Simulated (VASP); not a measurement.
# MgC8 (P6/mmm) in VASP: notebook, part 2 of 2

VASP 6.6.1. The steps go on from the part before.

## 3. Single point, PBE

This run uses another cell than the first one.

INCAR reads:

```
PREC = Accurate
ENCUT = 840
EDIFF = 1E-6
ISMEAR = 0
SIGMA = 0.01
LREAL = False
LASPH = True
NELM = 120
ALGO = Normal
ISIF = 2
LWAVE = False
LCHARG = False
GGA = PE
NBANDS = 31
GGA_COMPAT = False
```

KPOINTS reads:

```
Automatic mesh
0
Gamma
  6 6 8
```

POSCAR reads:

```
MgC8
1.0
    6.3359635636      0.0000000000      0.0000000000
   -3.1679817818      5.4871054036      0.0000000000
    0.0000000000      0.0000000000      6.0675472337
Mg C
1 8
Direct
    0.0000000000      0.0000000000      0.5000000000
    0.6037316025      0.0000000000      0.5000000000
    0.0000000000      0.6037316025      0.5000000000
    0.3962683975      0.3962683975      0.5000000000
    0.3962683975      0.0000000000      0.5000000000
    0.0000000000      0.3962683975      0.5000000000
    0.6037316025      0.6037316025      0.5000000000
    0.3333333333      0.6666666667      0.5000000000
    0.6666666667      0.3333333333      0.5000000000
```

Potentials or basis: VASP PAW PBE potentials, release 64 (Mg_sv, C).

Run with:

```sh
$ cat potpaw_PBE.64/Mg_sv/POTCAR potpaw_PBE.64/C/POTCAR > POTCAR
$ mpirun -np 1 vasp_std > vasp.out
```

OUTCAR:

```text
PREC = Accurate
   ENCUT = 840
   EDIFF = 1E-6
   ISMEAR = 0
   LREAL = False
   LASPH = True
   NELM = 120
   ISIF = 2
   GGA = PE

 ion  position               nearest neighbor table
   1  0.000  0.000  0.500-
   2  0.604  0.000  0.500-   5 1.31   9 1.94   8 1.94
   3  0.000  0.604  0.500-   6 1.31   8 1.94   9 1.94
   4  0.396  0.396  0.500-   7 1.31   9 1.94   8 1.94
   5  0.396  0.000  0.500-   2 1.31   8 1.94   9 1.94
[... 1035 lines left out ...]
  Total        0.1031227      0.1031227     -0.0278061     -0.0000000      0.0000000      0.0000000
  in kB        0.7832418      0.7832418     -0.2111941     -0.0000000      0.0000000      0.0000000
  external PRESSURE =       0.4517632 kB  Pullay stress =       0.0000000 kB

 VOLUME and BASIS-vectors are now :
 -----------------------------------------------------------------------------
  energy-cutoff  :      840.00
  volume of cell :      210.94
      direct lattice vectors                 reciprocal lattice vectors
     6.335963564  0.000000000  0.000000000     0.157829190  0.091122726  0.000000000
    -3.167981782  5.487105404  0.000000000     0.000000000  0.182245451  0.000000000
     0.000000000  0.000000000  6.067547234     0.000000000  0.000000000  0.164811243

 POSITION                                       TOTAL-FORCE (eV/Angst)
 -----------------------------------------------------------------------------------
      0.00000      0.00000      3.03377        -0.000000      0.000000     -0.000000
      3.82522      0.00000      3.03377         0.075885     -0.000000     -0.000000
     -1.91261      3.31274      3.03377        -0.037942      0.065718      0.000000
      1.25537      2.17437      3.03377        -0.037942     -0.065718     -0.000000
      2.51074      0.00000      3.03377        -0.075885      0.000000     -0.000000
     -1.25537      2.17437      3.03377         0.037942     -0.065718      0.000000
      1.91261      3.31274      3.03377         0.037942      0.065718      0.000000
     -0.00000      3.65807      3.03377        -0.000000      0.000000     -0.000000
      3.16798      1.82904      3.03377         0.000000     -0.000000     -0.000000
 -----------------------------------------------------------------------------------
    total drift:                               -0.000000     -0.000000     -0.000000

  FREE ENERGIE OF THE ION-ELECTRON SYSTEM (eV)
  ---------------------------------------------------
  free  energy   TOTEN  =       -50.7140312676 eV

  energy  without entropy=      -50.7135381425  energy(sigma->0) =      -50.71378471
```

OSZICAR:

```text
N       E                     dE             d eps       ncg     rms          rms(c)
DAV:   1     0.297235834592E+03    0.29724E+03   -0.25877E+04  2514   0.168E+03
DAV:   2    -0.148817279726E+02   -0.31212E+03   -0.29976E+03  2890   0.312E+02
DAV:   3    -0.531568284728E+02   -0.38275E+02   -0.37526E+02  3208   0.889E+01
DAV:   4    -0.558952238223E+02   -0.27384E+01   -0.27139E+01  3112   0.231E+01
DAV:   5    -0.561926616561E+02   -0.29744E+00   -0.29738E+00  3190   0.421E+00    0.140E+01
DAV:   6    -0.515517655201E+02    0.46409E+01   -0.14270E+01  2877   0.149E+01    0.691E+00
DAV:   7    -0.509316700545E+02    0.62010E+00   -0.28083E+00  2844   0.695E+00    0.395E+00
DAV:   8    -0.507042059527E+02    0.22746E+00   -0.88561E-01  3039   0.400E+00    0.113E+00
DAV:   9    -0.507043329026E+02   -0.12695E-03   -0.95066E-02  2670   0.151E+00    0.410E-01
DAV:  10    -0.507090201539E+02   -0.46873E-02   -0.12322E-02  2762   0.550E-01    0.190E-01
DAV:  11    -0.507130380270E+02   -0.40179E-02   -0.63324E-03  2614   0.319E-01    0.994E-02
DAV:  12    -0.507140253139E+02   -0.98729E-03   -0.10607E-03  2453   0.204E-01    0.335E-02
DAV:  13    -0.507140425862E+02   -0.17272E-04   -0.25253E-04  2738   0.873E-02    0.183E-02
DAV:  14    -0.507140309854E+02    0.11601E-04   -0.44535E-05  2837   0.342E-02    0.555E-03
DAV:  15    -0.507140312676E+02   -0.28225E-06   -0.99507E-06  3211   0.132E-02
   1 F= -.50714031E+02 E0= -.50713785E+02  d E =-.493125E-03
```

Run time: 8 min. Hardware: 1 thread of Intel Xeon Platinum 8259CL at 2.50GHz (Skylake/Cascade Lake), shared host; peak memory 0.71 GiB.

What came out:

- Free energy: -50.7140 eV
- Pressure: 0.0 GPa
- Largest force: 0.076 eV/Å
- Band gap on the k mesh: zero (bands 21 and 22 overlap by 0.14 eV)

Forces on the atoms (eV/Å):
```
Mg   0.000  0.000  0.000
C    0.076  0.000  0.000
C   -0.038  0.066  0.000
C   -0.038 -0.066  0.000
C   -0.076  0.000  0.000
C    0.038 -0.066  0.000
C    0.038  0.066  0.000
C    0.000  0.000  0.000
C    0.000  0.000  0.000
```

Levels at points of the mesh, in eV from the Fermi level:
```
           k point  band 19  band 20  band 21  band 22  band 23  band 24
(0.00, 0.00, 0.00)    -2.38    -2.38    -0.83     0.95     0.95     2.18
(0.50, 0.00, 0.00)    -1.94    -0.25     0.12     0.48     1.55     1.98
(0.00, 0.00, 0.50)    -2.38    -2.38    -0.86     0.96     0.96     2.08
(0.50, 0.00, 0.50)    -1.92    -0.24     0.13     0.42     1.53     1.98
```
